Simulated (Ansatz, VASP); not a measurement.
PPt in VASP and in Ansatz

INCAR

```
PREC = Accurate
ENCUT = 520
EDIFF = 1E-6
ISMEAR = 0
SIGMA = 0.05
LREAL = False
LASPH = True
NELM = 80
ALGO = Normal
ISIF = 2
LWAVE = False
LCHARG = True
GGA = PS
LELF = True
LVHAR = True
NBANDS = 23
```

Contents of KPOINTS:

```
Automatic mesh
0
Gamma
  10 10 6
```

POSCAR

```
PPt
1.0
    3.5855600992      0.0000000000      0.0000000000
   -1.7927800496      3.1051861327      0.0000000000
    0.0000000000      0.0000000000      6.6172196563
Pt P
2 2
Direct
    0.6666666667      0.3333333333     -0.0105000274
    0.3333333333      0.6666666667      0.4894999726
    0.6666666667      0.3333333333      0.6357000274
    0.3333333333      0.6666666667      0.1357000274
```

Input for Ansatz:

```yaml
crystal:
  lattice:
    - [3.5855600992, 0.0, 0.0]
    - [-1.7927800496, 3.1051861327, 0.0]
    - [0.0, 0.0, 6.6172196563]
  atoms:
    - { symbol: Pt, position: [0.6666666667, 0.3333333333, -0.0105000274] }
    - { symbol: Pt, position: [0.3333333333, 0.6666666667, 0.4894999726] }
    - { symbol: P, position: [0.6666666667, 0.3333333333, 0.6357000274] }
    - { symbol: P, position: [0.3333333333, 0.6666666667, 0.1357000274] }
basis:
  ecutwfc: 420
  ecutrho_ratio: 4
kpoints:
  mp_grid: { grid: [10, 10, 6] }
  band_path:
    path:
      - [[0.0, 0.0, 0.0], [0.5, 0.0, 0.0], [0.33333333, 0.33333333, 0.0], [0.0, 0.0, 0.0], [0.0, 0.0, 0.5], [0.5, 0.0, 0.5], [0.33333333, 0.33333333, 0.5], [0.0, 0.0, 0.5]]
      - [[0.5, 0.0, 0.5], [0.5, 0.0, 0.0]]
      - [[0.33333333, 0.33333333, 0.5], [0.33333333, 0.33333333, 0.0]]
    npoints: 14
hamiltonian:
  xc: pbesol
scf:
  occupations: { method: gaussian, width: 0.05 }
  n_extra_bands: 16
output:
  forces: true
  stress: true
  eigenvalues: true
  populations: true
  dos: { projected: true, de: 0.02, nscf_kmesh: { grid: [15, 15, 9] } }
  bader: false
  write_density: true
  write_potential: true
  elf: true
  volumetric_format: npy
```

Alike in both runs: task single point; functional PBEsol; k mesh 10 × 10 × 6; occupations gaussian, width 0.05 eV; no spin polarisation.

|  | VASP | Ansatz |
| --- | --- | --- |
| version | VASP 6.6.1 | Ansatz 0.2.0 |
| potentials or method | VASP PAW PBE potentials, release 64 (Pt, P), cutoff 520 eV | scalar-relativistic, plane waves, PAW |
| valence electrons in the cell | 30 | 46 |

Ansatz gave:

* gap on the k mesh at the Fermi level (eV): none
* pressure (GPa): 0.0
* rms of the force components (eV/Å): 0.000

Q: Estimate VASP's values.

A: gap on the k mesh at the Fermi level (eV): none; pressure (GPa): 0.0; rms of the force components (eV/Å): 0.005.

VASP's potentials were made for PBE, not for PBEsol. Atom by atom the forces differ by 0.005 eV/Å (rms over components). A gap of «none» marks a metal or a gap that the smearing closes. VASP's potentials hold 30 valence electrons a cell and Ansatz's 46, so a difference there can come from the potentials and not from the codes.

Neither program's run includes spin-orbit coupling.
